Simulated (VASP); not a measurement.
KCr2MoF6: single point with PBE

KCr2MoF6:

```
Mo K Cr F
1.0
     0.00000    3.91273    3.91273
     3.91273    0.00000    3.91273
     3.91273    3.91273    0.00000
Mo K Cr F
1 1 2 6
Direct
  0.00000 0.00000 0.00000
  0.50000 0.50000 0.50000
  0.25000 0.25000 0.25000
  0.75000 0.75000 0.75000
  0.77300 0.22700 0.22700
  0.22700 0.77300 0.22700
  0.22700 0.77300 0.77300
  0.77300 0.22700 0.77300
  0.22700 0.22700 0.77300
  0.77300 0.77300 0.22700
```

- Program: VASP 6.6.1
- Task: single point
- Functional: PBE
- Potentials or basis: VASP PAW PBE potentials, release 64 (Mo_sv, K_sv, Cr_pv, F)
- Cutoff: 520 eV
- k mesh: 4 × 4 × 4
- Occupations: fermi-dirac, width 0.1 eV
- Spin: no spin polarisation
- Dipole correction: no
- Further INCAR settings: ALGO = Normal; EDIFF = 1e-06; NBANDS = 56

The pressure is 53.3 GPa and the largest force is 4.308 eV/Å.

Forces in eV/Å, atoms in the order of the input:
```
Mo   0.000  0.000  0.000
K    0.000  0.000  0.000
Cr   0.000  0.000  0.000
Cr   0.000  0.000  0.000
F    4.308  0.000  0.000
F    0.000  4.308  0.000
F   -4.308  0.000  0.000
F    0.000 -4.308  0.000
F    0.000  0.000  4.308
F    0.000  0.000 -4.308
```

Levels at points of the mesh, in eV from the Fermi level:
| k point | band 42 | band 43 | band 44 | band 45 | band 46 | band 47 |
| --- | --- | --- | --- | --- | --- | --- |
| (0.00, 0.00, 0.00) | -0.63 | -0.63 | -0.63 | -0.22 | -0.22 | -0.22 |
| (0.50, 0.00, 0.00) | -0.16 | -0.13 | -0.13 | -0.05 | 0.09 | 0.09 |
| (0.50, 0.50, 0.00) | -0.20 | -0.01 | 0.19 | 0.19 | 0.23 | 0.23 |

Wall time 100 s on 1 thread of Intel(R) Xeon(R) Platinum 8375C CPU @ 2.90GHz (Ice Lake), with other jobs on the host, peak memory 0.28 GiB.

Caveat: an odd number of electrons without spin polarisation forces a metal; a magnetic or distorted state may lie lower; the run has no spin polarisation, though such a crystal can be magnetic; semilocal functionals often make such compounds metallic where correlation or magnetic order opens a gap, which also shifts bond lengths. With open d or f shells a metallic result of PBE can be an artefact of self-interaction; +U or a hybrid may open a gap.
